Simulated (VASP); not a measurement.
Wanted: the native input for a VASP 6.6.1 run.

```yaml
Task: single point
Functional: PBE
Potentials_or_basis: VASP PAW PBE potentials, release 64 (Na_sv, Re_sv_GW, P)
Cutoff: 1130 eV
k_mesh: 6 × 6 × 6
Occupations: gaussian, width 0.1 eV
Spin: no spin polarisation
Dipole_correction: no
Further_INCAR_settings: ALGO = Normal; EDIFF = 1e-06; NBANDS = 30
```

The structure of Na2ReP2 lies in POSCAR:

```
Na2ReP2
1.0
   -2.0348587735      2.0348587735      5.3389858908
    2.0348587735     -2.0348587735      5.3389858908
    2.0348587735      2.0348587735     -5.3389858908
Na Re P
2 1 2
Direct
    0.2500000000      0.7500000000      0.5000000000
    0.7500000000      0.2500000000      0.5000000000
    0.0000000000      0.0000000000      0.0000000000
    0.6260000000      0.6260000000      0.0000000000
    0.3740000000      0.3740000000      0.0000000000
```

These files were run (other wordings do the same):

INCAR

```
ALGO = Normal ; EDIFF = 1E-6
ENCUT = 1130 ; GGA = PE
GGA_COMPAT = False ; ISIF = 2
ISMEAR = 0 ; LASPH = True
LCHARG = True ; LELF = True
LREAL = False ; LVHAR = True
LWAVE = False ; NBANDS = 30
NELM = 120 ; PREC = Accurate
SIGMA = 0.1
```

KPOINTS

```
k-points
0
Gamma
  6 6 6
```

Potentials or basis: VASP PAW PBE potentials, release 64 (Na_sv, Re_sv_GW, P).

Launch:

```console
$ cat potpaw_PBE.64/Na_sv/POTCAR potpaw_PBE.64/Re_sv_GW/POTCAR potpaw_PBE.64/P/POTCAR > POTCAR
$ mpirun -np 1 vasp_std > vasp.out
```

It gave:

```json
{"Pressure": "1.0 GPa", "Largest force": "5.720 eV/Å", "Band gap on the k mesh": "zero (an odd number of electrons rules out a gap without spin polarisation)"}
```

Caveat: spin-orbit coupling is left out, which moves the levels of the heavy elements; forces of over 1 eV/Å act on the atoms, so gaps and moduli don't describe the material at rest.

It took 11 min on 1 thread of AMD EPYC 7R13 Processor (Zen 3), with other jobs on the host, peak memory 0.8 GiB.
